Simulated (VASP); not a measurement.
# TlS2 in VASP: single point with PBE

Aim: the single point of TlS2 with PBE.

Program: VASP 6.6.1. These are calculated values, not measurements. Logs are shortened: lines on timing, memory, paths and dates and some standing lists are left out, and cuts for length are marked.

## Step 1: The cell of the first run

The typed cell holds 6 atoms: a = 3.445 Å, b = 3.445 Å, c = 13.450 Å, α = 90.00°, β = 90.00°, γ = 60.00°.

## Step 2: Single point, PBE

Input file INCAR:

```
SYSTEM = TlS2
PREC = Accurate
ENCUT = 500
EDIFF = 1E-6
ISMEAR = -1
SIGMA = 0.0125
LREAL = .FALSE.
LASPH = .TRUE.
NELM = 120
ALGO = Normal
ISIF = 2
LWAVE = .FALSE.
LCHARG = .TRUE.
GGA = PE
LELF = .TRUE.
LVHAR = .TRUE.
NBANDS = 34
GGA_COMPAT = .FALSE.
```

Input file KPOINTS:

```
regular mesh
0
G
  11 11 3
  0 0 0
```

Input file POSCAR:

```
TlS2
1.0
    1.7222770000      2.9830710000      0.0000000000
   -1.7222770000      2.9830710000      0.0000000000
    0.0000000000      0.0000000000     13.4501610000
Tl S
2 4
Direct
    0.3333000000      0.3334000000      0.2500000000
    0.6666000000      0.6667000000      0.7500000000
    0.3333000000      0.3334000000      0.6210000000
    0.6666000000      0.6667000000      0.1210000000
    0.3333000000      0.3334000000      0.8790000000
    0.6667000000      0.6667000000      0.3790000000
```

Potentials or basis: VASP PAW PBE potentials, release 64 (Tl_d, S).

Started as:

```bash
$ cat potpaw_PBE.64/Tl_d/POTCAR potpaw_PBE.64/S/POTCAR > POTCAR
$ mpirun -np 1 vasp_std > vasp.out
```

OUTCAR:

```text
SYSTEM = TlS2
   PREC = Accurate
   ENCUT = 500
   EDIFF = 1E-6
   ISMEAR = -1
   LREAL = .FALSE.
   LASPH = .TRUE.
   NELM = 120
   ISIF = 2
   GGA = PE

 ion  position               nearest neighbor table
   1  0.333  0.333  0.250-   4 2.64   6 2.64   6 2.64   4 2.64   4 2.64   6 2.64
   2  0.667  0.667  0.750-   3 2.64   5 2.64   3 2.64   5 2.64   3 2.64   5 2.64
   3  0.333  0.333  0.621-   2 2.64   2 2.64   2 2.64
   4  0.667  0.667  0.121-   1 2.64   1 2.64   1 2.64
   5  0.333  0.333  0.879-   2 2.64   2 2.64   2 2.64
   6  0.667  0.667  0.379-   1 2.64   1 2.64   1 2.64

  LATTYP: Found a hexagonal cell.
 ALAT       =     3.4445537673
 C/A-ratio  =     3.9047615188

  Lattice vectors:

 A1 = (   1.7222770000,  -2.9830710000,   0.0000000000)
 A2 = (   1.7222770000,   2.9830710000,   0.0000000000)
 A3 = (   0.0000000000,   0.0000000000,  13.4501610000)

Analysis of symmetry for initial positions (statically):
=====================================================================
 Subroutine PRICEL returns:
 Original cell was already a primitive cell.

 Routine SETGRP: Setting up the symmetry group for a
 hexagonal supercell.

 Subroutine GETGRP returns: Found  1 space group operations
 (whereof  1 operations were pure point group operations)
 out of a pool of 24 trial point group operations.

The static configuration has the point symmetry C_1 .

Analysis of symmetry for dynamics (positions and initial velocities):
=====================================================================
 Subroutine PRICEL returns:
 Original cell was already a primitive cell.

 Routine SETGRP: Setting up the symmetry group for a
 hexagonal supercell.

 Subroutine GETGRP returns: Found  1 space group operations
 (whereof  1 operations were pure point group operations)
 out of a pool of 24 trial point group operations.

The dynamic configuration has the point symmetry C_1 .

 Subroutine INISYM returns: Found  1 space group operations
 (whereof  1 operations are pure point group operations),
 and found     1 'primitive' translations

----------------------------------------------------------------------------------------

                                     Primitive cell

[... 90 lines left out ...]
   ISTART =      0    job   : 0-new  1-cont  2-samecut
   ICHARG =      2    charge: 1-file 2-atom 10-const
   ISPIN  =      1    spin polarized calculation?
   LNONCOLLINEAR =      F non collinear calculations
   LSORBIT =      F    spin-orbit coupling
   LASPH  =      T    aspherical Exc in radial PAW
   ENCUT  =  500.0 eV  36.75 Ry    6.06 a.u.   6.28  6.28 24.52*2*pi/ulx,y,z
   NELM   =    120;   NELMIN=  2; NELMDL= -5     # of ELM steps
   EDIFF  = 0.1E-05   stopping-criterion for ELM
   LREAL  =      F    real-space projection
   EDIFFG = 0.1E-04   stopping-criterion for IOM
   NSW    =      0    number of steps for IOM
   IBRION =     -1    ionic relax: 0-MD 1-quasi-New 2-CG
   NFREE  =      0    steps in history (QN), initial steepest desc. (CG)
   ISIF   =      2    stress and relaxation
   ISYM   =      2    0-nonsym 1-usesym 2-fastsym
   POTIM  = 0.5000    time-step for ionic-motion
   TEBEG  =    0.0;   TEEND  =   0.0 temperature during run
   PSTRESS=    0.0 pullay stress
   NELECT =      50.0000    total number of electrons
   NUPDOWN=      -1.0000    fix difference up-down
   EMIN   =  10.00;   EMAX   =-10.00  energy-range for DOS
   EFERMI =   0.00;   METHOD = LEGACY
   ISMEAR =    -1;   SIGMA  =   0.01  broadening in eV -4-tet -1-fermi 0-gaus
   EFERMI_NEDOS =   21; number of points for ismear=-14 and -15
   IALGO  =     38    algorithm
   IMIX   =      4    mixing-type and parameters
     AMIX     =   0.40;   BMIX     =  1.00
     AMIX_MAG =   1.60;   BMIX_MAG =  1.00
  volume/ion in A,a.u.               =      23.03       155.44
  Fermi-wavevector in a.u.,A,eV,Ry     =   1.166515  2.204393 18.514210  1.360756
  Thomas-Fermi vector in A             =   2.303027
   LORBIT       =      0    0 simple, 1 ext, 2 COOP (PROOUT), +10 PAW based schemes
   GGA     = PE    functional components
   LHFCALC =     F    Hartree Fock is set to
   AEXX    =    0.0000 exact exchange contribution
   IVDW    =     0    specifies the selected vdW correction
   LEPSILON=     F    determine dielectric tensor
   LRPA    =     F    only Hartree local field effects (RPA)
 non-spin polarized calculation
  energy-cutoff  :      500.00
  volume of cell :      138.21
 maximum number of plane-waves:      3529
 NGX is ok and might be reduce to    28
   NGX = 13   NGY = 13   NGZ = 49

 number of electron      49.9999997 magnetization

 Free energy of the ion-electron system (eV)
  ---------------------------------------------------
  ext. energy  EPLUGINS =         0.00000000
  ---------------------------------------------------
  free energy    TOTEN  =       -17.37739596 eV

  energy without entropy =      -17.37141089  energy(sigma->0) =      -17.37440342

 E-fermi :   4.3860     XC(G=0):  -9.6684

 val. band max:        4.3825229996   @ k =  -0.0909  -0.0909   0.3333
 cond. band min:       4.3905665836   @ k =   0.3636  -0.0909   0.0000
 fundamental gap:      0.0080435840
 Fermi energy:         4.3859884626

 k-point     1 :       0.0000    0.0000    0.0000
  band No.  band energies     occupation
      1      -9.4266      2.00000
      2      -9.3106      2.00000
      3      -8.1935      2.00000
      4      -7.9706      2.00000
      5      -6.8815      2.00000
      6      -6.8708      2.00000
[... 877 lines left out ...]
     33      12.2129      0.00000
     34      12.2860      0.00000

 [... further k-points ...]
[... 5 lines left out ...]
  --------------------------------------------------------------------------------------
  -------------------------------------------------------------------------------------
  Total        8.4288794      8.4318557      3.9052332      0.0005598      0.0002646      0.0001541
  in kB       97.7139013     97.7484050     45.2723959      0.0064893      0.0030669      0.0017863
  external PRESSURE =      80.2449008 kB  Pullay stress =       0.0000000 kB

 VOLUME and BASIS-vectors are now :
 -----------------------------------------------------------------------------
  energy-cutoff  :      500.00
  volume of cell :      138.21
      direct lattice vectors                 reciprocal lattice vectors
     1.722277000  2.983071000  0.000000000     0.290313347  0.167612504  0.000000000
    -1.722277000  2.983071000  0.000000000    -0.290313347  0.167612504  0.000000000
     0.000000000  0.000000000 13.450161000     0.000000000  0.000000000  0.074348552

 POSITION                                       TOTAL-FORCE (eV/Angst)
 -----------------------------------------------------------------------------------
     -0.00017      1.98881      3.36254         0.000319     -0.000134      0.000172
     -0.00017      3.97733     10.08762         0.000006      0.000699      0.000214
     -0.00017      1.98881      8.35255         0.000005     -0.000351     -0.526536
     -0.00017      3.97733      1.62747        -0.000191      0.000031     -0.526483
     -0.00017      1.98881     11.82269        -0.000011     -0.000382      0.526199
      0.00000      3.97763      5.09761        -0.000129      0.000137      0.526433
 -----------------------------------------------------------------------------------
    total drift:                                0.000004      0.000000      0.000755

  FREE ENERGIE OF THE ION-ELECTRON SYSTEM (eV)
  ---------------------------------------------------
  free  energy   TOTEN  =       -17.3773959602 eV

  energy  without entropy=      -17.3714108855  energy(sigma->0) =      -17.37440342
```

Run time: 9.1 min. Hardware: 1 thread of Intel Xeon Platinum 8488C (Sapphire Rapids), shared host; peak memory 0.72 GiB.

What came out:

- Free energy: -17.3774 eV
- Pressure: 8.0 GPa
- Largest force: 0.527 eV/Å
- Band gap on the k mesh: zero (bands 25 and 26 overlap by 0.71 eV)

Forces in eV/Å, atoms in the order of the input:
```
Tl   0.000  0.000  0.000
Tl   0.000  0.001  0.000
S    0.000  0.000 -0.527
S    0.000  0.000 -0.526
S    0.000  0.000  0.526
S    0.000  0.000  0.526
```

Levels at points of the mesh, in eV from the Fermi level:
| k point | band 23 | band 24 | band 25 | band 26 | band 27 | band 28 |
| --- | --- | --- | --- | --- | --- | --- |
| (0.00, 0.00, 0.00) | 0.40 | 0.40 | 0.48 | 0.48 | 1.44 | 2.61 |

Caveat: the cell stands under pressure; spin-orbit coupling is left out, which moves the levels of the heavy elements.
